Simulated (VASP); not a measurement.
# RuS (I4mm) in VASP: single point with PBEsol

Aim: the single point of RuS with PBEsol.

Everything below comes from runs of VASP 6.6.1. Logs are shortened: lines on timing, memory, paths and dates and some standing lists are left out, and cuts for length are marked.

## 1. The cell of the first run

The structure is tetragonal, space group I4mm (No. 107). The conventional cell has a = 3.420 Å, b = 3.420 Å, c = 4.837 Å, α = 90.00°, β = 90.00°, γ = 90.00°. Within 3.0 Å of Ru (site symmetry 4mm) lie 6 S at 2.30 to 2.54 Å. Within 3.0 Å of S (site symmetry 4mm) lie 6 Ru at 2.30 to 2.54 Å.

## 2. Single point, PBEsol (atom 1 (Ru) moved 0.12 Å along x)

Input file INCAR:

```
PREC     = Accurate       # precision mode
ENCUT    = 520            # plane-wave cutoff, eV
EDIFF    = 1E-7           # SCF threshold, eV
ISMEAR   = 0              # smearing method
SIGMA    = 0.05           # smearing width, eV
LREAL    = F              # projectors in reciprocal space
LASPH    = T              # aspherical terms in the spheres
NELM     = 80             # most SCF steps
ALGO     = Normal         # electronic algorithm
ISIF     = 2              # what is computed and relaxed
LWAVE    = F              # write WAVECAR
LCHARG   = F              # write CHGCAR
GGA      = PS             # functional
NBANDS   = 17             # bands
```

Input file KPOINTS:

```
Automatic mesh
0
Gamma
  10 10 10
```

Input file POSCAR:

```
RuS
1.0
    0.0000000000      2.4183090690      2.4183090690
    2.4183090690      0.0000000000      2.4183090690
    2.4183090690      2.4183090690      0.0000000000
Ru S
1 1
Direct
    0.4751892755      0.5248107245      0.5248107245
    0.0000000000      0.0000000000      0.0000000000
```

Potentials or basis: VASP PAW PBE potentials, release 64 (Ru_pv, S).

The run is started by

```bash
cat potpaw_PBE.64/Ru_pv/POTCAR potpaw_PBE.64/S/POTCAR > POTCAR
mpirun -np 1 vasp_std > vasp.out
```

OUTCAR:

```text
PREC = Accurate
   ENCUT = 520
   EDIFF = 1E-7
   ISMEAR = 0
   LREAL = F
   LASPH = T
   NELM = 80
   ISIF = 2
   GGA = PS

 ion  position               nearest neighbor table
   1  0.475  0.525  0.525-   2 2.30   2 2.42   2 2.42   2 2.42   2 2.42   2 2.54
   2  0.000  0.000  0.000-   1 2.30   1 2.42   1 2.42   1 2.42   1 2.42   1 2.54

  LATTYP: Found a face centered cubic cell.
 ALAT       =     4.8366181380

  Lattice vectors:

 A1 = (   0.0000000000,   2.4183090690,   2.4183090690)
 A2 = (   2.4183090690,   0.0000000000,   2.4183090690)
 A3 = (   2.4183090690,   2.4183090690,   0.0000000000)

Analysis of symmetry for initial positions (statically):
=====================================================================
 Subroutine PRICEL returns:
 Original cell was already a primitive cell.

 Routine SETGRP: Setting up the symmetry group for a
 face centered cubic supercell.

 Subroutine GETGRP returns: Found  8 space group operations
 (whereof  8 operations were pure point group operations)
 out of a pool of 48 trial point group operations.

The static configuration has the point symmetry C_4v.

Analysis of symmetry for dynamics (positions and initial velocities):
=====================================================================
 Subroutine PRICEL returns:
 Original cell was already a primitive cell.

 Routine SETGRP: Setting up the symmetry group for a
 face centered cubic supercell.

 Subroutine GETGRP returns: Found  8 space group operations
 (whereof  8 operations were pure point group operations)
 out of a pool of 48 trial point group operations.

The dynamic configuration has the point symmetry C_4v.

 Subroutine INISYM returns: Found  8 space group operations
 (whereof  8 operations are pure point group operations),
 and found     1 'primitive' translations

----------------------------------------------------------------------------------------

                                     Primitive cell

  volume of cell :      28.2856

  direct lattice vectors                    reciprocal lattice vectors
     0.000000000  2.418309069  2.418309069    -0.206756037  0.206756037  0.206756037
     2.418309069  0.000000000  2.418309069     0.206756037 -0.206756037  0.206756037
     2.418309069  2.418309069  0.000000000     0.206756037  0.206756037 -0.206756037

  length of vectors
     3.420005483  3.420005483  3.420005483     0.358111961  0.358111961  0.358111961

  position of ions in fractional coordinates (direct lattice)
     0.475189276  0.524810724  0.524810724
     0.000000000  0.000000000  0.000000000

  ion indices of the primitive-cell ions
   primitive index   ion index
                 1           1
                 2           2

----------------------------------------------------------------------------------------

 KPOINTS: Automatic mesh

Automatic generation of k-mesh.
 Grid dimensions read from file:
 generate k-points for:   10   10   10

 Generating k-lattice:

  Cartesian coordinates                     Fractional coordinates (reciprocal lattice)
    -0.020675604  0.020675604  0.020675604     0.100000000  0.000000000  0.000000000
     0.020675604 -0.020675604  0.020675604     0.000000000  0.100000000  0.000000000
     0.020675604  0.020675604 -0.020675604     0.000000000  0.000000000  0.100000000

  Length of vectors
     0.035811196  0.035811196  0.035811196

  Shift w.r.t. Gamma in fractional coordinates (k-lattice)
     0.000000000  0.000000000  0.000000000

 Subroutine IBZKPT returns following result:
 ===========================================

 Found    102 irreducible k-points:

 Following reciprocal coordinates:
            Coordinates               Weight
  0.000000  0.000000  0.000000      1.000000
  0.100000  0.000000  0.000000      8.000000
  0.200000  0.000000  0.000000      8.000000
  0.300000  0.000000  0.000000      8.000000
  0.400000  0.000000  0.000000      8.000000
  0.500000  0.000000  0.000000      4.000000
[... 16 lines left out ...]
 -0.100000  0.100000  0.000000      8.000000
  0.000000 -0.100000  0.100000      4.000000
 [... further k-points ...]
   k-points           NKPTS =    102   k-points in BZ     NKDIM =    102   number of bands    NBANDS=     17
   number of dos      NEDOS =    301   number of ions     NIONS =      2
   total plane-waves  NPLWV =  21952
   dimension x,y,z NGX =    28 NGY =   28 NGZ =   28
   dimension x,y,z NGXF=    56 NGYF=   56 NGZF=   56
   ions per type =               1   1
   NGX,Y,Z   is equivalent  to a cutoff of  13.61, 13.61, 13.61 a.u.
   NGXF,Y,Z  is equivalent  to a cutoff of  27.22, 27.22, 27.22 a.u.
 SYSTEM =  unknown system
   PREC   = accura    normal or accurate (medium, high low for compatibility)
   ISTART =      0    job   : 0-new  1-cont  2-samecut
   ICHARG =      2    charge: 1-file 2-atom 10-const
   ISPIN  =      1    spin polarized calculation?
   LNONCOLLINEAR =      F non collinear calculations
   LSORBIT =      F    spin-orbit coupling
   LASPH  =      T    aspherical Exc in radial PAW
   ENCUT  =  520.0 eV  38.22 Ry    6.18 a.u.   6.36  6.36  6.36*2*pi/ulx,y,z
   NELM   =     80;   NELMIN=  2; NELMDL= -5     # of ELM steps
   EDIFF  = 0.1E-06   stopping-criterion for ELM
   LREAL  =      F    real-space projection
   EDIFFG = 0.1E-05   stopping-criterion for IOM
   NSW    =      0    number of steps for IOM
   IBRION =     -1    ionic relax: 0-MD 1-quasi-New 2-CG
   NFREE  =      0    steps in history (QN), initial steepest desc. (CG)
   ISIF   =      2    stress and relaxation
   ISYM   =      2    0-nonsym 1-usesym 2-fastsym
   POTIM  = 0.5000    time-step for ionic-motion
   TEBEG  =    0.0;   TEEND  =   0.0 temperature during run
   PSTRESS=    0.0 pullay stress
   NELECT =      20.0000    total number of electrons
   NUPDOWN=      -1.0000    fix difference up-down
   EMIN   =  10.00;   EMAX   =-10.00  energy-range for DOS
   EFERMI =   0.00;   METHOD = LEGACY
   ISMEAR =     0;   SIGMA  =   0.05  broadening in eV -4-tet -1-fermi 0-gaus
   EFERMI_NEDOS =   21; number of points for ismear=-14 and -15
   IALGO  =     38    algorithm
   IMIX   =      4    mixing-type and parameters
     AMIX     =   0.40;   BMIX     =  1.00
     AMIX_MAG =   1.60;   BMIX_MAG =  1.00
  volume/ion in A,a.u.               =      14.14        95.44
  Fermi-wavevector in a.u.,A,eV,Ry     =   1.458466  2.756101 28.941273  2.127124
  Thomas-Fermi vector in A             =   2.575147
   LORBIT       =      0    0 simple, 1 ext, 2 COOP (PROOUT), +10 PAW based schemes
   GGA     = PS    functional components
   LHFCALC =     F    Hartree Fock is set to
   AEXX    =    0.0000 exact exchange contribution
   IVDW    =     0    specifies the selected vdW correction
   LEPSILON=     F    determine dielectric tensor
   LRPA    =     F    only Hartree local field effects (RPA)
 non-spin polarized calculation
 Gauss-broadening in eV      SIGMA  =   0.05
  energy-cutoff  :      520.00
  volume of cell :       28.29
 maximum number of plane-waves:       778
 NGX is ok and might be reduce to    28
   NGX = 13   NGY = 13   NGZ = 13

 number of electron      19.9999998 magnetization

 Free energy of the ion-electron system (eV)
  ---------------------------------------------------
  ext. energy  EPLUGINS =         0.00000000
  ---------------------------------------------------
  free energy    TOTEN  =       -14.04783824 eV

  energy without entropy =      -14.04275774  energy(sigma->0) =      -14.04529799

 E-fermi :  10.7989     XC(G=0): -12.7523

 val. band max:       10.7958865672   @ k =  -0.2000   0.2000   0.0000
 cond. band min:      10.8071028358   @ k =  -0.4000   0.4000   0.0000
 fundamental gap:      0.0112162686
 Fermi energy:        10.7989099954

 k-point     1 :       0.0000    0.0000    0.0000
  band No.  band energies     occupation
      1     -31.5428      2.00000
      2     -31.5166      2.00000
      3     -31.5166      2.00000
      4      -5.2434      2.00000
      5       7.6303      2.00000
      6       7.7897      2.00000
[... 9 lines left out ...]
     16      23.1998      0.00000
     17      23.1998      0.00000

 k-point     2 :       0.1000    0.0000    0.0000
  band No.  band energies     occupation
      1     -31.5479      2.00000
      2     -31.5231      2.00000
      3     -31.5179      2.00000
      4      -5.0936      2.00000
      5       6.7356      2.00000
      6       7.1008      2.00000
[... 9 lines left out ...]
     16      22.7091      0.00000
     17      22.8702      0.00000

 k-point     3 :       0.2000    0.0000    0.0000
  band No.  band energies     occupation
      1     -31.5679      2.00000
      2     -31.5333      2.00000
      3     -31.5212      2.00000
      4      -4.6688      2.00000
      5       5.4692      2.00000
      6       6.1278      2.00000
[... 9 lines left out ...]
     16      21.7158      0.00000
     17      22.5378      0.00000

 k-point     4 :       0.3000    0.0000    0.0000
  band No.  band energies     occupation
      1     -31.5985      2.00000
      2     -31.5398      2.00000
      3     -31.5253      2.00000
      4      -4.0538      2.00000
      5       4.0555      2.00000
      6       5.3809      2.00000
[... 9 lines left out ...]
     16      21.0239      0.00000
     17      22.5391      0.00000
[... 343 lines left out ...]
      1     -31.5729      2.00000
      2     -31.5503      2.00000
      3     -31.5212      2.00000
      4      -4.3839      2.00000
      5       4.7420      2.00000
      6       5.5729      2.00000
[... 9 lines left out ...]
     16      21.3864      0.00000
     17      22.5406      0.00000

 k-point    23 :      -0.1000    0.1000    0.0000
  band No.  band energies     occupation
      1     -31.5593      2.00000
      2     -31.5251      2.00000
      3     -31.5241      2.00000
      4      -4.8565      2.00000
      5       5.9155      2.00000
      6       6.3937      2.00000
[... 9 lines left out ...]
     16      22.5388      0.00000
     17      22.8792      0.00000

 k-point    24 :       0.0000   -0.1000    0.1000
  band No.  band energies     occupation
      1     -31.5505      2.00000
      2     -31.5398      2.00000
      3     -31.5183      2.00000
      4      -4.8577      2.00000
      5       5.9021      2.00000
      6       6.3041      2.00000
[... 9 lines left out ...]
     16      22.5387      0.00000
     17      22.8881      0.00000

 [... further k-points ...]

------------------------ aborting loop because EDIFF is reached ----------------------------------------

  FORCE on cell =-STRESS in cart. coord.  units (eV):
  Direction    XX          YY          ZZ          XY          YZ          ZX
  --------------------------------------------------------------------------------------
  -------------------------------------------------------------------------------------
  Total        0.7720565     -0.1778901     -0.1778901      0.0000000      0.0000000      0.0000000
  in kB       43.7314857    -10.0762024    -10.0762024      0.0000000      0.0000000      0.0000000
  external PRESSURE =       7.8596936 kB  Pullay stress =       0.0000000 kB

 VOLUME and BASIS-vectors are now :
 -----------------------------------------------------------------------------
  energy-cutoff  :      520.00
  volume of cell :       28.29
      direct lattice vectors                 reciprocal lattice vectors
     0.000000000  2.418309069  2.418309069    -0.206756037  0.206756037  0.206756037
     2.418309069  0.000000000  2.418309069     0.206756037 -0.206756037  0.206756037
     2.418309069  2.418309069  0.000000000     0.206756037  0.206756037 -0.206756037

 POSITION                                       TOTAL-FORCE (eV/Angst)
 -----------------------------------------------------------------------------------
      2.53831      2.41831      2.41831         0.688195      0.000000      0.000000
      0.00000      0.00000      0.00000        -0.688195      0.000000      0.000000
 -----------------------------------------------------------------------------------
    total drift:                               -0.000133      0.000000      0.000000

  FREE ENERGIE OF THE ION-ELECTRON SYSTEM (eV)
  ---------------------------------------------------
  free  energy   TOTEN  =       -14.0478382400 eV

  energy  without entropy=      -14.0427577353  energy(sigma->0) =      -14.04529799
```

Wall time 58 s (1 thread of Intel Xeon Platinum 8488C (Sapphire Rapids), shared host); peak memory 0.19 GiB.

What came out:

| Quantity | Value |
| --- | --- |
| Free energy | -14.0478 eV |
| Pressure | 0.8 GPa |
| Largest force | 0.688 eV/Å |
| Band gap on the k mesh | zero (bands 10 and 11 overlap by 1.92 eV) |

Forces in eV/Å, atoms in the order of the input:
```
Ru   0.688  0.000  0.000
S   -0.688  0.000  0.000
```

Levels at points of the mesh, in eV from the Fermi level:
| k point | band 7 | band 8 | band 9 | band 10 | band 11 | band 12 | band 13 | band 14 |
| --- | --- | --- | --- | --- | --- | --- | --- | --- |
| (0.00, 0.00, 0.00) | -3.01 | -2.60 | -2.48 | -1.69 | -1.69 | -1.36 | 4.61 | 10.05 |
| (0.50, 0.00, 0.00) | -6.03 | -0.74 | -0.74 | 0.13 | 3.17 | 4.35 | 4.76 | 7.10 |
| (0.50, 0.50, 0.00) | -3.88 | -3.29 | -1.51 | -0.17 | -0.14 | 0.97 | 3.39 | 9.97 |
| (0.00, 0.50, 0.50) | -3.75 | -3.75 | -1.63 | -0.18 | -0.18 | 0.82 | 3.49 | 10.01 |

Caveat: the cell differs from its parent crystal (atom 1 (Ru) moved 0.12 Å along x); the PAW data sets were made with another functional, which shifts forces and pressure a little.
